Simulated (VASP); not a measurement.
AlGa3N4: single point with LDA

AlGa3N4:

```
Al Ga N
1.0
     4.38338    0.27345    0.27345
     0.27345    4.38338    0.27345
     0.27345    0.27345    4.38338
Al Ga N
1 3 4
Direct
  0.00000 0.00000 0.00000
  0.50000 0.50000 0.00000
  0.50000 0.00000 0.50000
  0.00000 0.50000 0.50000
  0.75481 0.75481 0.24519
  0.75481 0.24519 0.75481
  0.24519 0.75481 0.75481
  0.24519 0.24519 0.24519
```

| Property | Result |
| --- | --- |
| Program | VASP 6.6.1 |
| Task | single point |
| Functional | LDA |
| Potentials or basis | VASP PAW LDA potentials, release 64 (Al, Ga_d, N_h) |
| Cutoff | 1330 eV |
| k mesh | 6 × 6 × 6 |
| Occupations | gaussian, width 0.05 eV |
| Spin | no spin polarisation |
| Dipole correction | no |
| Further INCAR settings | ALGO = Normal; EDIFF = 1e-06; NBANDS = 41 |

```
Pressure               : 19.6 GPa
Largest force          : 1.522 eV/Å
Band gap on the k mesh : 1.34 eV
```

Forces in eV/Å, atoms in the order of the input:
```
Al   0.710  0.710  0.710
Ga   0.706  0.706  0.743
Ga   0.706  0.743  0.706
Ga   0.743  0.706  0.706
N   -0.646 -0.646 -0.695
N   -0.646 -0.695 -0.646
N   -0.695 -0.646 -0.646
N   -0.879 -0.879 -0.879
```

Stress tensor (GPa, compression positive):
```
 19.61 -25.15 -25.15
-25.15  19.61 -25.15
-25.15 -25.15  19.61
```

Levels at points of the mesh, in eV from the valence-band top:
```csv
k point,band 27,band 28,band 29,band 30,band 31,band 32,band 33,band 34,band 35,band 36
"(0.00, 0.00, 0.00)",-2.26,-2.23,-1.17,0.00,0.00,1.34,2.57,2.57,2.87,7.05
"(0.50, 0.00, 0.00)",-3.24,-2.58,-2.30,-1.35,-0.99,4.02,4.10,5.35,5.66,8.17
"(0.50, 0.50, 0.00)",-3.42,-1.61,-1.58,-0.99,-0.74,5.48,5.65,5.98,6.73,7.16
"(0.50, 0.50, 0.50)",-1.36,-1.36,-1.15,-0.36,-0.36,4.12,4.12,4.93,6.98,8.00
```

Wall time 13 min on 1 thread of Intel(R) Xeon(R) Platinum 8259CL CPU @ 2.50GHz (Skylake/Cascade Lake), with other jobs on the host, peak memory 0.56 GiB.

Caveat: the cell stands under pressure; forces of over 1 eV/Å act on the atoms, so gaps and moduli don't describe the material at rest.
